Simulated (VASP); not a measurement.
# Rh (P6_3/mmc) in VASP: notebook

Rh is run at these levels: LDA; tasks: single point.

Program: VASP 6.6.1. These are calculated values, not measurements. Logs are shortened: lines on timing, memory, paths and dates and some standing lists are left out, and cuts for length are marked.

## (1) The cell of the first run

Symmetry: P6_3/mmc, No. 194, hexagonal system. The conventional cell has a = 2.767 Å, b = 2.767 Å, c = 4.487 Å, α = 90.00°, β = 90.00°, γ = 120.00°. Rh (site symmetry -6m2) has 12 Rh at 2.75 to 2.77 Å within 3.6 Å.

## (2) Single point, LDA

INCAR reads:

```
PREC = Accurate ; ENCUT = 520
EDIFF = 1E-6 ; ISMEAR = -1
SIGMA = 0.1 ; LREAL = False
LASPH = True ; NELM = 60
ALGO = Normal ; ISIF = 2
LWAVE = False ; LCHARG = False
GGA = CA ; NBANDS = 22
```

KPOINTS reads:

```
Automatic mesh
0
Gamma
  12 12 7
```

POSCAR reads:

```
Rh
1.0
    2.7669170555      0.0000000000      0.0000000000
   -1.3834590343      2.3962202665      0.0000000000
    0.0000000000      0.0000000000      4.4867652751
Rh
2
Direct
    0.6666666667      0.3333333333      0.7500000000
    0.3333333333      0.6666666667      0.2500000000
```

Potentials or basis: VASP PAW LDA potentials, release 64 (Rh_pv).

Started as:

```
> cat potpaw_LDA.64/Rh_pv/POTCAR > POTCAR
> mpirun -np 1 vasp_std > vasp.out
```

OUTCAR:

```text
PREC = Accurate
   ENCUT = 520
   EDIFF = 1E-6
   ISMEAR = -1
   LREAL = False
   LASPH = True
   NELM = 60
   ISIF = 2
   GGA = CA

 ion  position               nearest neighbor table
   1  0.667  0.333  0.750-   2 2.75   2 2.75   2 2.75   2 2.75   2 2.75   2 2.75
   2  0.333  0.667  0.250-   1 2.75   1 2.75   1 2.75   1 2.75   1 2.75   1 2.75

  LATTYP: Found a hexagonal cell.
 ALAT       =     2.7669170555
 C/A-ratio  =     1.6215756328

  Lattice vectors:

 A1 = (   2.7669170555,   0.0000000000,   0.0000000000)
 A2 = (  -1.3834590343,   2.3962202665,   0.0000000000)
 A3 = (   0.0000000000,   0.0000000000,   4.4867652751)

Analysis of symmetry for initial positions (statically):
=====================================================================
 Subroutine PRICEL returns:
 Original cell was already a primitive cell.

 Routine SETGRP: Setting up the symmetry group for a
 hexagonal supercell.

 Subroutine GETGRP returns: Found 24 space group operations
 (whereof 12 operations were pure point group operations)
 out of a pool of 24 trial point group operations.

The static configuration has the point symmetry D_3d.
 The point group associated with its full space group is D_6h.

Analysis of symmetry for dynamics (positions and initial velocities):
=====================================================================
 Subroutine PRICEL returns:
 Original cell was already a primitive cell.

 Routine SETGRP: Setting up the symmetry group for a
 hexagonal supercell.

 Subroutine GETGRP returns: Found 24 space group operations
 (whereof 12 operations were pure point group operations)
 out of a pool of 24 trial point group operations.

The dynamic configuration has the point symmetry D_3d.
 The point group associated with its full space group is D_6h.

 Subroutine INISYM returns: Found 24 space group operations
 (whereof 12 operations are pure point group operations),
 and found     1 'primitive' translations

----------------------------------------------------------------------------------------

                                     Primitive cell

  volume of cell :      29.7479

  direct lattice vectors                    reciprocal lattice vectors
     2.766917056  0.000000000  0.000000000     0.361413075  0.208662029  0.000000000
    -1.383459034  2.396220266  0.000000000     0.000000000  0.417323905  0.000000000
     0.000000000  0.000000000  4.486765275     0.000000000  0.000000000  0.222877717

  length of vectors
     2.766917056  2.766917141  4.486765275     0.417323918  0.417323905  0.222877717

  position of ions in fractional coordinates (direct lattice)
     0.666666667  0.333333333  0.750000000
     0.333333333  0.666666667  0.250000000

  ion indices of the primitive-cell ions
   primitive index   ion index
                 1           1
                 2           2

----------------------------------------------------------------------------------------

 KPOINTS: Automatic mesh

Automatic generation of k-mesh.
 Grid dimensions read from file:
 generate k-points for:   12   12    7

 Generating k-lattice:

  Cartesian coordinates                     Fractional coordinates (reciprocal lattice)
     0.030117756  0.017388502  0.000000000     0.083333333  0.000000000  0.000000000
     0.000000000  0.034776992  0.000000000     0.000000000  0.083333333  0.000000000
     0.000000000  0.000000000  0.031839674     0.000000000  0.000000000  0.142857143

  Length of vectors
     0.034776993  0.034776992  0.031839674

  Shift w.r.t. Gamma in fractional coordinates (k-lattice)
     0.000000000  0.000000000  0.000000000

 Subroutine IBZKPT returns following result:
 ===========================================

 Found     76 irreducible k-points:

 Following reciprocal coordinates:
            Coordinates               Weight
  0.000000  0.000000  0.000000      1.000000
  0.083333  0.000000  0.000000      6.000000
  0.166667  0.000000  0.000000      6.000000
  0.250000  0.000000  0.000000      6.000000
  0.333333  0.000000  0.000000      6.000000
  0.416667  0.000000  0.000000      6.000000
[... 16 lines left out ...]
  0.250000  0.000000  0.142857     12.000000
  0.333333  0.000000  0.142857     12.000000
 [... further k-points ...]
   k-points           NKPTS =     76   k-points in BZ     NKDIM =     76   number of bands    NBANDS=     22
   number of dos      NEDOS =    301   number of ions     NIONS =      2
   total plane-waves  NPLWV =  20736
   dimension x,y,z NGX =    24 NGY =   24 NGZ =   36
   dimension x,y,z NGXF=    48 NGYF=   48 NGZF=   72
   ions per type =               2
   NGX,Y,Z   is equivalent  to a cutoff of  14.42, 14.42, 13.34 a.u.
   NGXF,Y,Z  is equivalent  to a cutoff of  28.84, 28.84, 26.68 a.u.
 SYSTEM =  unknown system
   PREC   = accura    normal or accurate (medium, high low for compatibility)
   ISTART =      0    job   : 0-new  1-cont  2-samecut
   ICHARG =      2    charge: 1-file 2-atom 10-const
   ISPIN  =      1    spin polarized calculation?
   LNONCOLLINEAR =      F non collinear calculations
   LSORBIT =      F    spin-orbit coupling
   LASPH  =      T    aspherical Exc in radial PAW
   ENCUT  =  520.0 eV  38.22 Ry    6.18 a.u.   5.14  5.14  8.34*2*pi/ulx,y,z
   NELM   =     60;   NELMIN=  2; NELMDL= -5     # of ELM steps
   EDIFF  = 0.1E-05   stopping-criterion for ELM
   LREAL  =      F    real-space projection
   EDIFFG = 0.1E-04   stopping-criterion for IOM
   NSW    =      0    number of steps for IOM
   IBRION =     -1    ionic relax: 0-MD 1-quasi-New 2-CG
   NFREE  =      0    steps in history (QN), initial steepest desc. (CG)
   ISIF   =      2    stress and relaxation
   ISYM   =      2    0-nonsym 1-usesym 2-fastsym
   POTIM  = 0.5000    time-step for ionic-motion
   TEBEG  =    0.0;   TEEND  =   0.0 temperature during run
   PSTRESS=    0.0 pullay stress
   NELECT =      30.0000    total number of electrons
   NUPDOWN=      -1.0000    fix difference up-down
   EMIN   =  10.00;   EMAX   =-10.00  energy-range for DOS
   EFERMI =   0.00;   METHOD = LEGACY
   ISMEAR =    -1;   SIGMA  =   0.10  broadening in eV -4-tet -1-fermi 0-gaus
   EFERMI_NEDOS =   21; number of points for ismear=-14 and -15
   IALGO  =     38    algorithm
   IMIX   =      4    mixing-type and parameters
     AMIX     =   0.40;   BMIX     =  1.00
     AMIX_MAG =   1.60;   BMIX_MAG =  1.00
  volume/ion in A,a.u.               =      14.87       100.37
  Fermi-wavevector in a.u.,A,eV,Ry     =   1.641710  3.102383 36.670592  2.695213
  Thomas-Fermi vector in A             =   2.732135
   LORBIT       =      0    0 simple, 1 ext, 2 COOP (PROOUT), +10 PAW based schemes
   GGA     = CA    functional components
   LHFCALC =     F    Hartree Fock is set to
   AEXX    =    0.0000 exact exchange contribution
   IVDW    =     0    specifies the selected vdW correction
   LEPSILON=     F    determine dielectric tensor
   LRPA    =     F    only Hartree local field effects (RPA)
 non-spin polarized calculation
  energy-cutoff  :      520.00
  volume of cell :       29.75
 maximum number of plane-waves:       814
 NGX is ok and might be reduce to    24
   NGX = 11   NGY = 11   NGZ = 17

 number of electron      30.0000000 magnetization

 Free energy of the ion-electron system (eV)
  ---------------------------------------------------
  ext. energy  EPLUGINS =         0.00000000
  ---------------------------------------------------
  free energy    TOTEN  =       -17.06033750 eV

  energy without entropy =      -16.93852145  energy(sigma->0) =      -16.99942947

 E-fermi :  10.3837     XC(G=0): -13.8547

 val. band max:       10.3638471105   @ k =   0.3333   0.3333   0.1429
 cond. band min:      10.3841635751   @ k =   0.1667   0.0833   0.4286
 fundamental gap:      0.0203164646
 Fermi energy:        10.3836828597

 k-point     1 :       0.0000    0.0000    0.0000
  band No.  band energies     occupation
      1     -36.2874      2.00000
      2     -35.7794      2.00000
      3     -35.7794      2.00000
      4     -35.7105      2.00000
      5     -35.6964      2.00000
      6     -35.6964      2.00000
[... 14 lines left out ...]
     21      28.3262      0.00000
     22      28.8894      0.00000

 k-point     2 :       0.0833    0.0000    0.0000
  band No.  band energies     occupation
      1     -36.2750      2.00000
      2     -35.8077      2.00000
      3     -35.7886      2.00000
      4     -35.7258      2.00000
      5     -35.7156      2.00000
      6     -35.7011      2.00000
[... 14 lines left out ...]
     21      28.5792      0.00000
     22      28.8961      0.00000

 k-point     3 :       0.1667    0.0000    0.0000
  band No.  band energies     occupation
      1     -36.2396      2.00000
      2     -35.8850      2.00000
      3     -35.8131      2.00000
      4     -35.8049      2.00000
      5     -35.7313      2.00000
      6     -35.7143      2.00000
[... 14 lines left out ...]
     21      28.5262      0.00000
     22      28.6030      0.00000

 k-point     4 :       0.2500    0.0000    0.0000
  band No.  band energies     occupation
      1     -36.1863      2.00000
      2     -35.9909      2.00000
      3     -35.9105      2.00000
      4     -35.8455      2.00000
      5     -35.7574      2.00000
      6     -35.7332      2.00000
[... 14 lines left out ...]
     21      26.5615      0.00000
     22      27.4823      0.00000

 k-point     5 :       0.3333    0.0000    0.0000
  band No.  band energies     occupation
      1     -36.1238      2.00000
      2     -36.0970      2.00000
      3     -36.0135      2.00000
      4     -35.8770      2.00000
      5     -35.7928      2.00000
      6     -35.7528      2.00000
[... 417 lines left out ...]
 k-point    22 :       0.1667    0.0000    0.1429
  band No.  band energies     occupation
      1     -36.2186      2.00000
      2     -35.8780      2.00000
      3     -35.8263      2.00000
      4     -35.8082      2.00000
      5     -35.7390      2.00000
      6     -35.7192      2.00000
[... 14 lines left out ...]
     21      28.0496      0.00000
     22      28.6115      0.00000

 k-point    23 :       0.2500    0.0000    0.1429
  band No.  band energies     occupation
      1     -36.1776      2.00000
      2     -35.9769      2.00000
      3     -35.9282      2.00000
      4     -35.8400      2.00000
      5     -35.7629      2.00000
      6     -35.7388      2.00000
[... 14 lines left out ...]
     21      26.8440      0.00000
     22      27.1739      0.00000

 k-point    24 :       0.3333    0.0000    0.1429
  band No.  band energies     occupation
      1     -36.1583      2.00000
      2     -36.0541      2.00000
      3     -36.0211      2.00000
      4     -35.8709      2.00000
      5     -35.7934      2.00000
      6     -35.7590      2.00000
[... 14 lines left out ...]
     21      25.1136      0.00000
     22      25.5135      0.00000

 [... further k-points ...]

------------------------ aborting loop because EDIFF is reached ----------------------------------------

  FORCE on cell =-STRESS in cart. coord.  units (eV):
  Direction    XX          YY          ZZ          XY          YZ          ZX
  --------------------------------------------------------------------------------------
  -------------------------------------------------------------------------------------
  Total       -4.6771621     -4.6771614     -4.9790023      0.0000010      0.0000000      0.0000000
  in kB     -251.9049957   -251.9049550   -268.1616574      0.0000533      0.0000000      0.0000000
  external PRESSURE =    -257.3238694 kB  Pullay stress =       0.0000000 kB

 VOLUME and BASIS-vectors are now :
 -----------------------------------------------------------------------------
  energy-cutoff  :      520.00
  volume of cell :       29.75
      direct lattice vectors                 reciprocal lattice vectors
     2.766917056  0.000000000  0.000000000     0.361413075  0.208662029  0.000000000
    -1.383459034  2.396220266  0.000000000     0.000000000  0.417323905  0.000000000
     0.000000000  0.000000000  4.486765275     0.000000000  0.000000000  0.222877717

 POSITION                                       TOTAL-FORCE (eV/Angst)
 -----------------------------------------------------------------------------------
      1.38346      0.79874      3.36507         0.000000     -0.000000      0.000000
     -0.00000      1.59748      1.12169        -0.000000      0.000000      0.000000
 -----------------------------------------------------------------------------------
    total drift:                                0.000000     -0.000000      0.000000

  FREE ENERGIE OF THE ION-ELECTRON SYSTEM (eV)
  ---------------------------------------------------
  free  energy   TOTEN  =       -17.0603374961 eV

  energy  without entropy=      -16.9385214489  energy(sigma->0) =      -16.99942947
```

It took 85 s on 1 thread of AMD EPYC 7R13, shared host; peak memory 0.13 GiB.

Results:

```
Free energy            : -17.0603 eV
Pressure               : -25.7 GPa
Band gap on the k mesh : zero (band 15 reaches 10.94 eV, above the bottom of band 16 at 8.81 eV)
```

Stress tensor (GPa, compression positive):
```
-25.19   0.00   0.00
  0.00 -25.19   0.00
  0.00   0.00 -26.82
```

## (3) Single point, LDA

This run uses another cell than the first one, of 15.16 Å³/atom, 1.019 times its volume.

INCAR reads:

```
SYSTEM = Rh
ALGO = Normal
EDIFF = 1E-7
ENCUT = 520
ISIF = 2
ISMEAR = -1
LASPH = .True.
LCHARG = .False.
LREAL = .False.
LWAVE = .False.
NBANDS = 22
NELM = 80
PREC = Accurate
SIGMA = 0.1
```

KPOINTS reads:

```
k-points
0
Gamma
  12 12 7
  0 0 0
```

POSCAR reads:

```
Rh
1.0
    2.7845412062      0.0000000000      0.0000000000
   -1.3922711129      2.4114832275      0.0000000000
    0.0000000000      0.0000000000      4.5153441684
Rh
2
Direct
    0.6666666667      0.3333333333      0.7500000000
    0.3333333333      0.6666666667      0.2500000000
```

Potentials or basis: VASP PAW LDA potentials, release 64 (Rh_pv).

Started as:

```
> cat potpaw_LDA.64/Rh_pv/POTCAR > POTCAR
> mpirun -np 1 vasp_std > vasp.out
```

Wall time 88 s (1 thread of AMD EPYC 7R13, shared host); peak memory 0.13 GiB.

The run converged. Its results:

```yaml
Free_energy: -16.9634 eV
Pressure: -28.7 GPa
Band_gap_on_the_k_mesh: zero (band 15 reaches 10.60 eV, above the bottom of band 16 at 8.54 eV)
```

Stress tensor (GPa, compression positive):
```
-28.16   0.00   0.00
  0.00 -28.16   0.00
  0.00   0.00 -29.84
```

Levels at points of the mesh, in eV from the Fermi level:
```csv
k point,band 11,band 12,band 13,band 14,band 15,band 16,band 17,band 18,band 19,band 20
"(0.00, 0.00, 0.00)",-2.61,-2.16,-2.16,-1.63,-1.63,0.13,0.13,0.80,7.62,15.85
"(0.50, 0.00, 0.00)",-2.34,-1.95,-1.86,0.38,0.54,0.64,2.76,4.64,9.56,10.02
```
